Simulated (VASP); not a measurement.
# PdPt2 (P4/mmm) in VASP: a series of runs

Runs on PdPt2. Level: PBE. Tasks: single point, relaxation of cell and atoms.

Program: VASP 6.6.1. These are calculated values, not measurements. Logs are shortened: lines on timing, memory, paths and dates and some standing lists are left out, and cuts for length are marked.

### 1 The cell of the first run

Symmetry: P4/mmm, No. 123, tetragonal system. Conventional cell: a = 2.775 Å, b = 2.775 Å, c = 5.727 Å, α = 90.00°, β = 90.00°, γ = 90.00°. Within 3.4 Å of Pd (site symmetry 4/mmm) lie 8 Pt at 2.59 Å and 4 Pd at 2.78 Å. Within 3.1 Å of Pt (site symmetry 4mm) lie 5 Pt at 2.35 to 2.78 Å and 4 Pd at 2.59 Å.

### 2 Single point, PBE

INCAR reads:

```
  PREC = Accurate
  ENCUT = 520
  EDIFF = 1E-6
  ISMEAR = 0
  SIGMA = 0.1
  LREAL = False
  LASPH = True
  NELM = 100
  ALGO = Fast
  ISIF = 2
  LWAVE = False
  LCHARG = False
  GGA = PE
  NBANDS = 22
```

KPOINTS reads:

```
Automatic mesh
0
Gamma
  6 6 4
```

POSCAR reads:

```
PdPt2
1.0
    2.7754774800      0.0000000000      0.0000000000
    0.0000000000      2.7754774800      0.0000000000
    0.0000000000      0.0000000000      5.7265067300
Pd Pt
1 2
Direct
    0.0000000000      0.0000000000      0.0000000000
    0.5000000000      0.5000000000      0.2949999900
    0.5000000000      0.5000000000      0.7050000100
```

Potentials or basis: VASP PAW PBE potentials, release 64 (Pd, Pt).

Started as:

```sh
cat potpaw_PBE.64/Pd/POTCAR potpaw_PBE.64/Pt/POTCAR > POTCAR
mpirun -np 1 vasp_std > vasp.out
```

OUTCAR:

```text
PREC = Accurate
   ENCUT = 520
   EDIFF = 1E-6
   ISMEAR = 0
   LREAL = False
   LASPH = True
   NELM = 100
   ISIF = 2
   GGA = PE

 ion  position               nearest neighbor table
   1  0.000  0.000  0.000-   2 2.59   3 2.59   2 2.59   3 2.59   2 2.59   3 2.59   2 2.59   3 2.59

   2  0.500  0.500  0.295-   3 2.35   1 2.59   1 2.59   1 2.59   1 2.59   3 3.38
   3  0.500  0.500  0.705-   2 2.35   1 2.59   1 2.59   1 2.59   1 2.59   2 3.38

  LATTYP: Found a simple tetragonal cell.
 ALAT       =     2.7754774800
 C/A-ratio  =     2.0632510158

  Lattice vectors:

 A1 = (   2.7754774800,   0.0000000000,   0.0000000000)
 A2 = (   0.0000000000,   2.7754774800,   0.0000000000)
 A3 = (   0.0000000000,   0.0000000000,   5.7265067300)

Analysis of symmetry for initial positions (statically):
=====================================================================
 Subroutine PRICEL returns:
 Original cell was already a primitive cell.

 Routine SETGRP: Setting up the symmetry group for a
 simple tetragonal supercell.

 Subroutine GETGRP returns: Found 16 space group operations
 (whereof 16 operations were pure point group operations)
 out of a pool of 16 trial point group operations.

The static configuration has the point symmetry D_4h.

Analysis of symmetry for dynamics (positions and initial velocities):
=====================================================================
 Subroutine PRICEL returns:
 Original cell was already a primitive cell.

 Routine SETGRP: Setting up the symmetry group for a
 simple tetragonal supercell.

 Subroutine GETGRP returns: Found 16 space group operations
 (whereof 16 operations were pure point group operations)
 out of a pool of 16 trial point group operations.

The dynamic configuration has the point symmetry D_4h.

 Subroutine INISYM returns: Found 16 space group operations
 (whereof 16 operations are pure point group operations),
 and found     1 'primitive' translations

----------------------------------------------------------------------------------------

                                     Primitive cell

  volume of cell :      44.1129

  direct lattice vectors                    reciprocal lattice vectors
     2.775477480  0.000000000  0.000000000     0.360298366  0.000000000  0.000000000
     0.000000000  2.775477480  0.000000000     0.000000000  0.360298366  0.000000000
     0.000000000  0.000000000  5.726506730     0.000000000  0.000000000  0.174626530

  length of vectors
     2.775477480  2.775477480  5.726506730     0.360298366  0.360298366  0.174626530

  position of ions in fractional coordinates (direct lattice)
     0.000000000  0.000000000  0.000000000
     0.500000000  0.500000000  0.294999990
[... 77 lines left out ...]
   ENCUT  =  520.0 eV  38.22 Ry    6.18 a.u.   5.16  5.16 10.65*2*pi/ulx,y,z
   NELM   =    100;   NELMIN=  2; NELMDL= -5     # of ELM steps
   EDIFF  = 0.1E-05   stopping-criterion for ELM
   LREAL  =      F    real-space projection
   EDIFFG = 0.1E-04   stopping-criterion for IOM
   NSW    =      0    number of steps for IOM
   IBRION =     -1    ionic relax: 0-MD 1-quasi-New 2-CG
   NFREE  =      0    steps in history (QN), initial steepest desc. (CG)
   ISIF   =      2    stress and relaxation
   ISYM   =      2    0-nonsym 1-usesym 2-fastsym
   POTIM  = 0.5000    time-step for ionic-motion
   TEBEG  =    0.0;   TEEND  =   0.0 temperature during run
   PSTRESS=    0.0 pullay stress
   NELECT =      30.0000    total number of electrons
   NUPDOWN=      -1.0000    fix difference up-down
   EMIN   =  10.00;   EMAX   =-10.00  energy-range for DOS
   EFERMI =   0.00;   METHOD = LEGACY
   ISMEAR =     0;   SIGMA  =   0.10  broadening in eV -4-tet -1-fermi 0-gaus
   EFERMI_NEDOS =   21; number of points for ismear=-14 and -15
   IALGO  =     68    algorithm
   IMIX   =      4    mixing-type and parameters
     AMIX     =   0.40;   BMIX     =  1.00
     AMIX_MAG =   1.60;   BMIX_MAG =  1.00
  volume/ion in A,a.u.               =      14.70        99.23
  Fermi-wavevector in a.u.,A,eV,Ry     =   1.439661  2.720564 28.199752  2.072623
  Thomas-Fermi vector in A             =   2.558492
   LORBIT       =      0    0 simple, 1 ext, 2 COOP (PROOUT), +10 PAW based schemes
   GGA     = PE    functional components
   LHFCALC =     F    Hartree Fock is set to
   AEXX    =    0.0000 exact exchange contribution
   IVDW    =     0    specifies the selected vdW correction
   LEPSILON=     F    determine dielectric tensor
   LRPA    =     F    only Hartree local field effects (RPA)
 non-spin polarized calculation
 RMM-DIIS sequential band-by-band and
 Gauss-broadening in eV      SIGMA  =   0.10
  energy-cutoff  :      520.00
  volume of cell :       44.11
 maximum number of plane-waves:      1206
 NGX is ok and might be reduce to    24
   NGX = 11   NGY = 11   NGZ = 21

 number of electron      29.9999999 magnetization

 Free energy of the ion-electron system (eV)
  ---------------------------------------------------
  ext. energy  EPLUGINS =         0.00000000
  ---------------------------------------------------
  free energy    TOTEN  =       -16.03338193 eV

  energy without entropy =      -16.01441747  energy(sigma->0) =      -16.02389970

 E-fermi :  11.2870     XC(G=0): -13.3992

 val. band max:       11.2734066636   @ k =   0.5000   0.3333   0.2500
 cond. band min:      11.3049803548   @ k =   0.3333   0.3333   0.2500
 fundamental gap:      0.0315736912
 Fermi energy:        11.2869982766

 k-point     1 :       0.0000    0.0000    0.0000
  band No.  band energies     occupation
      1       1.6750      2.00000
      2       3.9083      2.00000
      3       4.4860      2.00000
      4       5.0588      2.00000
      5       6.2647      2.00000
      6       7.5526      2.00000
[... 589 lines left out ...]
     21      23.8781      0.00000
     22      24.4000      0.00000

 [... further k-points ...]
[... 5 lines left out ...]
  --------------------------------------------------------------------------------------
  -------------------------------------------------------------------------------------
  Total        6.8197780      6.8197780     17.4102651      0.0000000     -0.0000000      0.0000000
  in kB      247.6940810    247.6940810    632.3401735      0.0000000     -0.0000000      0.0000000
  external PRESSURE =     375.9094452 kB  Pullay stress =       0.0000000 kB

 VOLUME and BASIS-vectors are now :
 -----------------------------------------------------------------------------
  energy-cutoff  :      520.00
  volume of cell :       44.11
      direct lattice vectors                 reciprocal lattice vectors
     2.775477480  0.000000000  0.000000000     0.360298366  0.000000000  0.000000000
     0.000000000  2.775477480  0.000000000     0.000000000  0.360298366  0.000000000
     0.000000000  0.000000000  5.726506730     0.000000000  0.000000000  0.174626530

 POSITION                                       TOTAL-FORCE (eV/Angst)
 -----------------------------------------------------------------------------------
      0.00000      0.00000      0.00000         0.000000     -0.000000      0.000000
      1.38774      1.38774      1.68932        -0.000000      0.000000     -0.300076
      1.38774      1.38774      4.03719         0.000000      0.000000      0.300076
 -----------------------------------------------------------------------------------
    total drift:                                0.000000     -0.000000      0.000000

  FREE ENERGIE OF THE ION-ELECTRON SYSTEM (eV)
  ---------------------------------------------------
  free  energy   TOTEN  =       -16.0333819268 eV

  energy  without entropy=      -16.0144174744  energy(sigma->0) =      -16.02389970
```

OSZICAR:

```text
N       E                     dE             d eps       ncg     rms          rms(c)
DAV:   1     0.184770966069E+03    0.18477E+03   -0.14936E+04  1320   0.131E+03
DAV:   2    -0.127783417592E+02   -0.19755E+03   -0.18511E+03  1404   0.301E+02
DAV:   3    -0.171114266218E+02   -0.43331E+01   -0.42788E+01  1584   0.463E+01
DAV:   4    -0.171492206644E+02   -0.37794E-01   -0.37784E-01  1530   0.438E+00
DAV:   5    -0.171498637122E+02   -0.64305E-03   -0.64304E-03  1584   0.606E-01    0.236E+01
RMM:   6    -0.162144868311E+02    0.93538E+00   -0.18171E+00  1325   0.902E+00    0.129E+01
RMM:   7    -0.163031085899E+02   -0.88622E-01   -0.96000E-01  1335   0.666E+00    0.620E+00
RMM:   8    -0.160402003232E+02    0.26291E+00   -0.36786E-01  1333   0.391E+00    0.177E+00
RMM:   9    -0.160338615401E+02    0.63388E-02   -0.25120E-02  1375   0.106E+00    0.253E-01
RMM:  10    -0.160333779346E+02    0.48361E-03   -0.16565E-03  1402   0.274E-01    0.104E-01
RMM:  11    -0.160333834634E+02   -0.55288E-05   -0.27318E-04  1439   0.108E-01    0.398E-02
RMM:  12    -0.160333831864E+02    0.27696E-06   -0.85934E-05  1443   0.622E-02    0.290E-02
RMM:  13    -0.160333815937E+02    0.15927E-05   -0.19974E-05  1441   0.292E-02    0.579E-03
RMM:  14    -0.160333819268E+02   -0.33316E-06   -0.58761E-06  1215   0.137E-02
   1 F= -.16033382E+02 E0= -.16023900E+02  d E =-.189645E-01
```

stdout:

```text
POSCAR found type information on POSCAR PdPt
 POSCAR found :  2 types and       3 ions
 scaLAPACK will be used
 LDA part: xc-table for (Slater+PW92), standard interpolation
 POSCAR, INCAR and KPOINTS ok, starting setup
 FFT: planning ... GRIDC
 FFT: planning ... GRID_SOFT
 FFT: planning ... GRID
 WAVECAR not read
 entering main loop
```

Wall time 28 s (1 thread of Intel Xeon Platinum 8488C (Sapphire Rapids), shared host); peak memory 0.18 GiB.

What came out:

```yaml
Free_energy: -16.0334 eV
Pressure: 37.6 GPa
Largest_force: 0.300 eV/Å
Band_gap_on_the_k_mesh: zero (band 15 reaches 12.09 eV, above the bottom of band 16 at 10.41 eV)
```

Forces in eV/Å, atoms in the order of the input:
```
Pd   0.000  0.000  0.000
Pt   0.000  0.000 -0.300
Pt   0.000  0.000  0.300
```

Stress tensor (GPa, compression positive):
```
24.77  0.00  0.00
 0.00 24.77  0.00
 0.00  0.00 63.23
```

Levels at points of the mesh, in eV from the Fermi level:
```tsv
k point	band 11	band 12	band 13	band 14	band 15	band 16	band 17	band 18	band 19	band 20
(0.00, 0.00, 0.00)	-3.32	-2.53	-0.84	-0.72	-0.29	0.42	0.42	0.46	11.66	11.66
(0.50, 0.00, 0.00)	-2.72	-1.09	-0.87	-0.17	0.60	0.73	1.05	2.76	2.85	7.67
(0.50, 0.50, 0.00)	0.28	0.28	0.37	0.41	0.61	2.03	2.03	7.06	9.22	9.43
(0.00, 0.00, 0.50)	-1.36	-1.36	-1.19	-1.19	-1.01	-0.84	-0.06	3.13	9.84	14.27
(0.50, 0.00, 0.50)	-2.44	-2.30	-1.04	-0.47	-0.43	0.52	1.99	2.77	2.93	11.76
(0.50, 0.50, 0.50)	-0.79	-0.75	0.38	0.60	0.80	5.43	5.43	6.66	6.66	6.66
```

Caveat: the k points lie up to 0.38 Å⁻¹ apart; spin-orbit coupling is left out, which moves the levels of the heavy elements.

### 3 Single point, PBE

This run uses another cell than the first one, of 16.38 Å³/atom, 1.114 times its volume.

INCAR reads:

```
PREC = Accurate ; ENCUT = 520
EDIFF = 1E-7 ; ISMEAR = 0
SIGMA = 0.1 ; LREAL = F
LASPH = T ; NELM = 80
ALGO = Normal ; ISIF = 2
LWAVE = F ; LCHARG = F
GGA = PE ; NBANDS = 22
```

KPOINTS reads:

```
regular mesh
0
Gamma
  6 6 4
```

POSCAR reads:

```
PdPt2
1.0
    2.7351768374      0.0000000000      0.0000000000
    0.0000000000      2.7351768374      0.0000000000
    0.0000000000      0.0000000000      6.5687641448
Pd Pt
1 2
Direct
    0.0000000000      0.0000000000      0.0000000000
    0.5000000000      0.5000000000      0.3058637753
    0.5000000000      0.5000000000      0.6941362247
```

Potentials or basis: VASP PAW PBE potentials, release 64 (Pd, Pt).

Started as:

```sh
cat potpaw_PBE.64/Pd/POTCAR potpaw_PBE.64/Pt/POTCAR > POTCAR
mpirun -np 1 vasp_std > vasp.out
```

It took 30 s on 1 thread of Intel Xeon Platinum 8488C (Sapphire Rapids), shared host; peak memory 0.17 GiB.

Results (log left out):

```yaml
Free_energy: -17.0311 eV
Pressure: -0.3 GPa
Largest_force: 0.005 eV/Å
Band_gap_on_the_k_mesh: zero (band 15 reaches 10.53 eV, above the bottom of band 16 at 8.50 eV)
```

Forces on the atoms (eV/Å):
```
Pd   0.000  0.000  0.000
Pt   0.000  0.000 -0.005
Pt   0.000  0.000  0.005
```

Stress tensor (GPa, compression positive):
```
-0.38  0.00  0.00
 0.00 -0.38  0.00
 0.00  0.00 -0.15
```

Levels at points of the mesh, in eV from the Fermi level:
```
           k point  band 11  band 12  band 13  band 14  band 15  band 16  band 17  band 18  band 19  band 20
(0.00, 0.00, 0.00)    -1.93    -1.52    -1.07    -1.05     0.06     0.10     0.37     0.37    10.25    12.80
(0.50, 0.00, 0.00)    -1.84    -0.79    -0.43    -0.39     0.91     1.41     1.51     2.83     3.58     6.53
(0.50, 0.50, 0.00)    -0.19     0.08     0.12     1.27     1.38     3.32     3.32     8.03     8.86     8.86
(0.00, 0.00, 0.50)    -1.06    -0.68    -0.68    -0.57    -0.57    -0.09     0.23     1.42     6.95    15.02
(0.50, 0.00, 0.50)    -1.59    -1.59    -0.57    -0.52     0.06     0.21     2.62     3.05     3.58     9.52
(0.50, 0.50, 0.50)    -0.68     0.12     0.92     1.27     1.38     5.69     5.69     6.33     6.33     7.88
```

Caveat: the k points lie up to 0.38 Å⁻¹ apart; spin-orbit coupling is left out, which moves the levels of the heavy elements.

### 4 Relaxation of cell and atoms, PBE

INCAR reads:

```
SYSTEM = PdPt2
ALGO = Fast ; EDIFF = 1E-6
EDIFFG = -0.04 ; ENCUT = 600
GGA = PE ; IBRION = 2
ISIF = 3 ; ISMEAR = 0
LASPH = .True. ; LCHARG = .False.
LREAL = .False. ; LWAVE = .False.
NELM = 60 ; NSW = 90
PREC = Accurate ; SIGMA = 0.1
```

KPOINTS reads:

```
k-points
0
Gamma
  6 6 4
  0 0 0
```

POSCAR reads:

```
PdPt2
1.0
    2.7754774800      0.0000000000      0.0000000000
    0.0000000000      2.7754774800      0.0000000000
    0.0000000000      0.0000000000      5.7265067300
Pd Pt
1 2
Direct
    0.0000000000      0.0000000000      0.0000000000
    0.5000000000      0.5000000000      0.2949999900
    0.5000000000      0.5000000000      0.7050000100
```

Started as:

```sh
cat potpaw_PBE.64/Pd/POTCAR potpaw_PBE.64/Pt/POTCAR > POTCAR
mpirun -np 1 vasp_std > vasp.out
```

Wall time 4.9 min (1 thread of Intel Xeon Platinum 8488C (Sapphire Rapids), shared host); peak memory 0.19 GiB.

It converged, with:

- Free energy: -17.0280 eV
- Relaxed volume: 16.37 Å³/atom
- Relaxed cell: a = 2.733 Å, b = 2.733 Å, c = 6.574 Å, α = 90.00°, β = 90.00°, γ = 90.00°
- Space group after relaxing (to 0.05 Å): P4/mmm (No. 123)
- Energy gained by relaxing: 331.4 meV/atom
- Ionic steps: 12
- Pressure after relaxing: -0.1 GPa
- Largest force after relaxing: 0.013 eV/Å
- Band gap on the k mesh: zero (band 15 reaches 10.56 eV, above the bottom of band 16 at 8.51 eV)

Forces on the atoms (eV/Å):
```
Pd   0.000  0.000  0.000
Pt   0.000  0.000 -0.013
Pt   0.000  0.000  0.013
```

Step by step:
```csv
step,energy change (eV),largest force (eV/Å),pressure (GPa),volume (Å³)
1,0.0000,0.2980,37.64,44.11
2,1.4542,0.1991,-25.73,69.56
3,-0.7934,0.5010,-6.03,51.77
4,-0.8060,0.4951,-3.56,51.03
5,-0.8073,0.4907,-2.42,50.74
6,-0.9348,0.5825,-0.62,49.69
7,-0.9651,0.6513,1.37,48.97
8,-0.9657,0.6703,1.86,48.83
9,-0.9878,0.0470,-2.72,49.76
10,-0.9894,0.1811,-1.82,49.57
11,-0.9888,0.2574,1.79,48.62
12,-0.9942,0.0129,-0.11,49.10
```

Final structure:
```xyz
3
Lattice="2.7327 0.0000 0.0000 0.0000 2.7327 0.0000 0.0000 0.0000 6.5744" Properties=species:S:1:pos:R:3 pbc="T T T"
Pd    0.0000    0.0000    0.0000
Pt    1.3664    1.3664    2.0123
Pt    1.3664    1.3664    4.5622
```

Levels at points of the mesh, in eV from the Fermi level:
```
           k point  band 11  band 12  band 13  band 14  band 15  band 16  band 17  band 18  band 19
(0.00, 0.00, 0.00)    -1.93    -1.54    -1.06    -1.06     0.06     0.10     0.37     0.37    10.24
(0.50, 0.00, 0.00)    -1.84    -0.79    -0.43    -0.38     0.92     1.41     1.52     2.83     3.59
(0.50, 0.50, 0.00)    -0.20     0.08     0.13     1.28     1.39     3.34     3.34     8.06     9.22
(0.00, 0.00, 0.50)    -1.05    -0.67    -0.67    -0.57    -0.57    -0.08     0.23     1.40     6.94
(0.50, 0.00, 0.50)    -1.59    -1.59    -0.57    -0.51     0.05     0.21     2.64     3.06     3.60
(0.50, 0.50, 0.50)    -0.68     0.13     0.92     1.28     1.39     5.70     5.70     6.34     6.34
```

Caveat: the k points lie up to 0.38 Å⁻¹ apart in the final cell; spin-orbit coupling is left out, which moves the levels of the heavy elements.

### 5 Overview

```tsv
task	cell	cutoff (eV)	gap on the mesh (eV)	pressure (GPa)	largest force (eV/Å)
single point	a = 2.775, b = 2.775, c = 5.727 Å, 3 atoms	520	none	37.6	0.30
single point	a = 2.735, b = 2.735, c = 6.569 Å, 3 atoms	520	none	-0.3	0.01
relaxation of cell and atoms	relaxed from a = 2.775, b = 2.775, c = 5.727 Å, 3 atoms	600	none	-0.1	0.01
```

Alike in all rows: level PBE; potentials or basis VASP PAW PBE potentials, release 64 (Pd, Pt); no spin polarisation; k mesh 6 × 6 × 4; smearing gaussian 0.1 eV.

Caveats: all runs use coarse meshes; spin-orbit coupling is left out, which moves the levels of the heavy elements.

Absolute energies hang on the potentials; compare differences alone.
